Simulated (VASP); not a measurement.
# Na2S (Fm-3m) in VASP: notebook

Runs on Na2S. Level: LDA. Tasks: single point.

Everything below comes from runs of VASP 6.6.1. Logs are shortened: lines on timing, memory, paths and dates and some standing lists are left out, and cuts for length are marked.

### Step 1. The cell of the first run

Symmetry: Fm-3m, No. 225, cubic system. The conventional cell has a = 6.526 Å, b = 6.526 Å, c = 6.526 Å, α = 90.00°, β = 90.00°, γ = 90.00°. Within 3.7 Å of Na (site symmetry -43m) lie 4 S at 2.83 Å and 6 Na at 3.26 Å. S (site symmetry m-3m) has 8 Na at 2.83 Å within 3.7 Å.

### Step 2. Single point, LDA

INCAR reads:

```
ALGO     = Normal         # electronic algorithm
EDIFF    = 1E-6           # SCF threshold, eV
ENCUT    = 500            # plane-wave cutoff, eV
GGA      = CA             # functional
GGA_COMPAT= F            
ISIF     = 2              # what is computed and relaxed
ISMEAR   = 0              # smearing method
LASPH    = T              # aspherical terms in the spheres
LCHARG   = F              # write CHGCAR
LREAL    = F              # projectors in reciprocal space
LWAVE    = F              # write WAVECAR
NBANDS   = 17             # bands
NELM     = 120            # most SCF steps
PREC     = Accurate       # precision mode
SIGMA    = 0.1            # smearing width, eV
```

KPOINTS reads:

```
k-points
0
Gamma
  6 6 6
```

POSCAR reads:

```
Na2S
1.0
    0.0000000000      3.2630000000      3.2630000000
    3.2630000000      0.0000000000      3.2630000000
    3.2630000000      3.2630000000      0.0000000000
Na S
2 1
Direct
    0.2500000000      0.2500000000      0.2500000000
    0.7500000000      0.7500000000      0.7500000000
    0.0000000000      0.0000000000      0.0000000000
```

Potentials or basis: VASP PAW LDA potentials, release 64 (Na_pv, S).

Started as:

```sh
cat potpaw_LDA.64/Na_pv/POTCAR potpaw_LDA.64/S/POTCAR > POTCAR
mpirun -np 1 vasp_std > vasp.out
```

OUTCAR:

```text
EDIFF = 1E-6
   ENCUT = 500
   GGA = CA
   ISIF = 2
   ISMEAR = 0
   LASPH = T
   LREAL = F
   NELM = 120
   PREC = Accurate

 ion  position               nearest neighbor table
   1  0.250  0.250  0.250-
   2  0.750  0.750  0.750-
   3  0.000  0.000  0.000-

  LATTYP: Found a face centered cubic cell.
 ALAT       =     6.5260000000

  Lattice vectors:

 A1 = (   0.0000000000,   3.2630000000,   3.2630000000)
 A2 = (   3.2630000000,   0.0000000000,   3.2630000000)
 A3 = (   3.2630000000,   3.2630000000,   0.0000000000)

Analysis of symmetry for initial positions (statically):
=====================================================================
 Subroutine PRICEL returns:
 Original cell was already a primitive cell.

 Routine SETGRP: Setting up the symmetry group for a
 face centered cubic supercell.

 Subroutine GETGRP returns: Found 48 space group operations
 (whereof 48 operations were pure point group operations)
 out of a pool of 48 trial point group operations.

The static configuration has the point symmetry O_h .

Analysis of symmetry for dynamics (positions and initial velocities):
=====================================================================
 Subroutine PRICEL returns:
 Original cell was already a primitive cell.

 Routine SETGRP: Setting up the symmetry group for a
 face centered cubic supercell.

 Subroutine GETGRP returns: Found 48 space group operations
 (whereof 48 operations were pure point group operations)
 out of a pool of 48 trial point group operations.

The dynamic configuration has the point symmetry O_h .

 Subroutine INISYM returns: Found 48 space group operations
 (whereof 48 operations are pure point group operations),
 and found     1 'primitive' translations

----------------------------------------------------------------------------------------

                                     Primitive cell

  volume of cell :      69.4834

  direct lattice vectors                    reciprocal lattice vectors
     0.000000000  3.263000000  3.263000000    -0.153233221  0.153233221  0.153233221
     3.263000000  0.000000000  3.263000000     0.153233221 -0.153233221  0.153233221
     3.263000000  3.263000000  0.000000000     0.153233221  0.153233221 -0.153233221

  length of vectors
     4.614578854  4.614578854  4.614578854     0.265407724  0.265407724  0.265407724

  position of ions in fractional coordinates (direct lattice)
     0.250000000  0.250000000  0.250000000
     0.750000000  0.750000000  0.750000000
     0.000000000  0.000000000  0.000000000

  ion indices of the primitive-cell ions
   primitive index   ion index
                 1           1
                 2           2
                 3           3

----------------------------------------------------------------------------------------

 KPOINTS: k-points

Automatic generation of k-mesh.
 Grid dimensions read from file:
 generate k-points for:    6    6    6

 Generating k-lattice:

  Cartesian coordinates                     Fractional coordinates (reciprocal lattice)
    -0.025538870  0.025538870  0.025538870     0.166666667  0.000000000  0.000000000
     0.025538870 -0.025538870  0.025538870     0.000000000  0.166666667  0.000000000
     0.025538870  0.025538870 -0.025538870     0.000000000  0.000000000  0.166666667

  Length of vectors
     0.044234621  0.044234621  0.044234621

  Shift w.r.t. Gamma in fractional coordinates (k-lattice)
     0.000000000  0.000000000  0.000000000

 Subroutine IBZKPT returns following result:
 ===========================================

 Found     16 irreducible k-points:

 Following reciprocal coordinates:
            Coordinates               Weight
  0.000000  0.000000  0.000000      1.000000
  0.166667  0.000000  0.000000      8.000000
  0.333333  0.000000  0.000000      8.000000
  0.500000  0.000000  0.000000      4.000000
  0.166667  0.166667  0.000000      6.000000
  0.333333  0.166667  0.000000     24.000000
[... 8 lines left out ...]
 -0.333333  0.333333  0.166667     24.000000
 -0.333333  0.500000  0.166667     12.000000
   k-points           NKPTS =     16   k-points in BZ     NKDIM =     16   number of bands    NBANDS=     17
   number of dos      NEDOS =    301   number of ions     NIONS =      3
   total plane-waves  NPLWV =  46656
   dimension x,y,z NGX =    36 NGY =   36 NGZ =   36
   dimension x,y,z NGXF=    72 NGYF=   72 NGZF=   72
   ions per type =               2   1
   NGX,Y,Z   is equivalent  to a cutoff of  12.97, 12.97, 12.97 a.u.
   NGXF,Y,Z  is equivalent  to a cutoff of  25.94, 25.94, 25.94 a.u.
 SYSTEM =  unknown system
   PREC   = accura    normal or accurate (medium, high low for compatibility)
   ISTART =      0    job   : 0-new  1-cont  2-samecut
   ICHARG =      2    charge: 1-file 2-atom 10-const
   ISPIN  =      1    spin polarized calculation?
   LNONCOLLINEAR =      F non collinear calculations
   LSORBIT =      F    spin-orbit coupling
   LASPH  =      T    aspherical Exc in radial PAW
   ENCUT  =  500.0 eV  36.75 Ry    6.06 a.u.   8.41  8.41  8.41*2*pi/ulx,y,z
   NELM   =    120;   NELMIN=  2; NELMDL= -5     # of ELM steps
   EDIFF  = 0.1E-05   stopping-criterion for ELM
   LREAL  =      F    real-space projection
   EDIFFG = 0.1E-04   stopping-criterion for IOM
   NSW    =      0    number of steps for IOM
   IBRION =     -1    ionic relax: 0-MD 1-quasi-New 2-CG
   NFREE  =      0    steps in history (QN), initial steepest desc. (CG)
   ISIF   =      2    stress and relaxation
   ISYM   =      2    0-nonsym 1-usesym 2-fastsym
   POTIM  = 0.5000    time-step for ionic-motion
   TEBEG  =    0.0;   TEEND  =   0.0 temperature during run
   PSTRESS=    0.0 pullay stress
   NELECT =      20.0000    total number of electrons
   NUPDOWN=      -1.0000    fix difference up-down
   EMIN   =  10.00;   EMAX   =-10.00  energy-range for DOS
   EFERMI =   0.00;   METHOD = LEGACY
   ISMEAR =     0;   SIGMA  =   0.10  broadening in eV -4-tet -1-fermi 0-gaus
   EFERMI_NEDOS =   21; number of points for ismear=-14 and -15
   IALGO  =     38    algorithm
   IMIX   =      4    mixing-type and parameters
     AMIX     =   0.40;   BMIX     =  1.00
     AMIX_MAG =   1.60;   BMIX_MAG =  1.00
  volume/ion in A,a.u.               =      23.16       156.30
  Fermi-wavevector in a.u.,A,eV,Ry     =   1.080914  2.042631 15.896704  1.168375
  Thomas-Fermi vector in A             =   2.216917
   LORBIT       =      0    0 simple, 1 ext, 2 COOP (PROOUT), +10 PAW based schemes
   GGA     = CA    functional components
   LHFCALC =     F    Hartree Fock is set to
   AEXX    =    0.0000 exact exchange contribution
   IVDW    =     0    specifies the selected vdW correction
   LEPSILON=     F    determine dielectric tensor
   LRPA    =     F    only Hartree local field effects (RPA)
 non-spin polarized calculation
 Gauss-broadening in eV      SIGMA  =   0.10
  energy-cutoff  :      500.00
  volume of cell :       69.48
 maximum number of plane-waves:      1807
 NGX is ok and might be reduce to    36
   NGX = 17   NGY = 17   NGZ = 17

 number of electron      19.9999985 magnetization

 Free energy of the ion-electron system (eV)
  ---------------------------------------------------
  ext. energy  EPLUGINS =         0.00000000
  ---------------------------------------------------
  free energy    TOTEN  =       -10.88561135 eV

  energy without entropy =      -10.88561135  energy(sigma->0) =      -10.88561135

 E-fermi :   0.4411     XC(G=0):  -8.2987

 val. band max:       -0.0144196817   @ k =   0.0000   0.0000   0.0000
 cond. band min:       2.2584866686   @ k =   0.0000   0.0000   0.0000
 fundamental gap:      2.2729063503
 Fermi energy:         0.4411118463

 k-point     1 :       0.0000    0.0000    0.0000
  band No.  band energies     occupation
      1     -22.2019      2.00000
      2     -22.2019      2.00000
      3     -22.2019      2.00000
      4     -22.1446      2.00000
      5     -22.1446      2.00000
      6     -22.1446      2.00000
[... 9 lines left out ...]
     16       9.2240      0.00000
     17      10.9921      0.00000

 k-point     2 :       0.1667    0.0000    0.0000
  band No.  band energies     occupation
      1     -22.1994      2.00000
      2     -22.1983      2.00000
      3     -22.1983      2.00000
      4     -22.1503      2.00000
      5     -22.1486      2.00000
      6     -22.1486      2.00000
[... 9 lines left out ...]
     16       8.7410      0.00000
     17      10.3677      0.00000

 k-point     3 :       0.3333    0.0000    0.0000
  band No.  band energies     occupation
      1     -22.1921      2.00000
      2     -22.1883      2.00000
      3     -22.1883      2.00000
      4     -22.1642      2.00000
      5     -22.1595      2.00000
      6     -22.1595      2.00000
[... 9 lines left out ...]
     16       9.5909      0.00000
     17      10.1783      0.00000

 k-point     4 :       0.5000    0.0000    0.0000
  band No.  band energies     occupation
      1     -22.1826      2.00000
      2     -22.1771      2.00000
      3     -22.1750      2.00000
      4     -22.1750      2.00000
      5     -22.1733      2.00000
      6     -22.1733      2.00000
[... 9 lines left out ...]
     16      11.3260      0.00000
     17      11.3260      0.00000

 k-point     5 :       0.1667    0.1667    0.0000
  band No.  band energies     occupation
      1     -22.2049      2.00000
      2     -22.2049      2.00000
      3     -22.1840      2.00000
      4     -22.1660      2.00000
      5     -22.1426      2.00000
      6     -22.1426      2.00000
[... 9 lines left out ...]
     16       9.5947      0.00000
     17      11.6162      0.00000

 k-point     6 :       0.3333    0.1667    0.0000
  band No.  band energies     occupation
      1     -22.2044      2.00000
      2     -22.2033      2.00000
      3     -22.1857      2.00000
      4     -22.1672      2.00000
      5     -22.1460      2.00000
      6     -22.1451      2.00000
[... 9 lines left out ...]
     16      10.2225      0.00000
     17      11.1283      0.00000

 k-point     7 :       0.5000    0.1667    0.0000
  band No.  band energies     occupation
      1     -22.2029      2.00000
      2     -22.1960      2.00000
      3     -22.1937      2.00000
      4     -22.1577      2.00000
      5     -22.1552      2.00000
      6     -22.1520      2.00000
[... 9 lines left out ...]
     16      11.2572      0.00000
     17      11.8091      0.00000

 k-point     8 :      -0.3333    0.1667    0.0000
  band No.  band energies     occupation
      1     -22.2099      2.00000
      2     -22.1829      2.00000
      3     -22.1784      2.00000
      4     -22.1729      2.00000
      5     -22.1699      2.00000
      6     -22.1422      2.00000
[... 9 lines left out ...]
     16      10.7256      0.00000
     17      11.6449      0.00000
[... 43 lines left out ...]
      1     -22.2223      2.00000
      2     -22.2092      2.00000
      3     -22.2083      2.00000
      4     -22.1425      2.00000
      5     -22.1417      2.00000
      6     -22.1357      2.00000
[... 9 lines left out ...]
     16      11.5279      0.00000
     17      11.9186      0.00000

 k-point    12 :      -0.3333    0.3333    0.0000
  band No.  band energies     occupation
      1     -22.2223      2.00000
      2     -22.1995      2.00000
      3     -22.1964      2.00000
      4     -22.1552      2.00000
      5     -22.1530      2.00000
      6     -22.1334      2.00000
[... 9 lines left out ...]
     16       9.8942      0.00000
     17      13.0156      0.00000

 k-point    13 :       0.5000    0.5000    0.0000
  band No.  band energies     occupation
      1     -22.2297      2.00000
      2     -22.2137      2.00000
      3     -22.2137      2.00000
      4     -22.1369      2.00000
      5     -22.1369      2.00000
      6     -22.1299      2.00000
[... 9 lines left out ...]
     16      11.5027      0.00000
     17      12.0499      0.00000

 k-point    14 :       0.5000    0.3333    0.1667
  band No.  band energies     occupation
      1     -22.2150      2.00000
      2     -22.2048      2.00000
      3     -22.1920      2.00000
      4     -22.1586      2.00000
      5     -22.1500      2.00000
      6     -22.1370      2.00000
[... 9 lines left out ...]
     16      10.8736      0.00000
     17      11.9590      0.00000

 k-point    15 :      -0.3333    0.3333    0.1667
  band No.  band energies     occupation
      1     -22.2180      2.00000
      2     -22.2130      2.00000
      3     -22.1756      2.00000
      4     -22.1755      2.00000
      5     -22.1393      2.00000
      6     -22.1384      2.00000
[... 9 lines left out ...]
     16      10.3832      0.00000
     17      11.9343      0.00000

 k-point    16 :      -0.3333    0.5000    0.1667
  band No.  band energies     occupation
      1     -22.2264      2.00000
      2     -22.2171      2.00000
      3     -22.1946      2.00000
      4     -22.1562      2.00000
      5     -22.1351      2.00000
      6     -22.1316      2.00000
[... 9 lines left out ...]
     16      10.9622      0.00000
     17      11.8423      0.00000

------------------------ aborting loop because EDIFF is reached ----------------------------------------

  FORCE on cell =-STRESS in cart. coord.  units (eV):
  Direction    XX          YY          ZZ          XY          YZ          ZX
  --------------------------------------------------------------------------------------
  -------------------------------------------------------------------------------------
  Total       -0.8365459     -0.8365459     -0.8365459      0.0000000      0.0000000     -0.0000000
  in kB      -19.2894197    -19.2894197    -19.2894197      0.0000000      0.0000000     -0.0000000
  external PRESSURE =     -19.2894197 kB  Pullay stress =       0.0000000 kB

 VOLUME and BASIS-vectors are now :
 -----------------------------------------------------------------------------
  energy-cutoff  :      500.00
  volume of cell :       69.48
      direct lattice vectors                 reciprocal lattice vectors
     0.000000000  3.263000000  3.263000000    -0.153233221  0.153233221  0.153233221
     3.263000000  0.000000000  3.263000000     0.153233221 -0.153233221  0.153233221
     3.263000000  3.263000000  0.000000000     0.153233221  0.153233221 -0.153233221

 POSITION                                       TOTAL-FORCE (eV/Angst)
 -----------------------------------------------------------------------------------
      1.63150      1.63150      1.63150         0.000000      0.000000      0.000000
      4.89450      4.89450      4.89450        -0.000000     -0.000000     -0.000000
      0.00000      0.00000      0.00000        -0.000000     -0.000000     -0.000000
 -----------------------------------------------------------------------------------
    total drift:                                0.000000      0.000000      0.000000

  FREE ENERGIE OF THE ION-ELECTRON SYSTEM (eV)
  ---------------------------------------------------
  free  energy   TOTEN  =       -10.8856113496 eV

  energy  without entropy=      -10.8856113496  energy(sigma->0) =      -10.88561135
```

It took 41 s on 1 thread of Intel Xeon 8259CL, shared host; peak memory 0.16 GiB.

Results:

```yaml
Free_energy: -10.8856 eV
Pressure: -1.9 GPa
Band_gap_on_the_k_mesh: 2.27 eV, direct
```

[end of part 1 of 2]
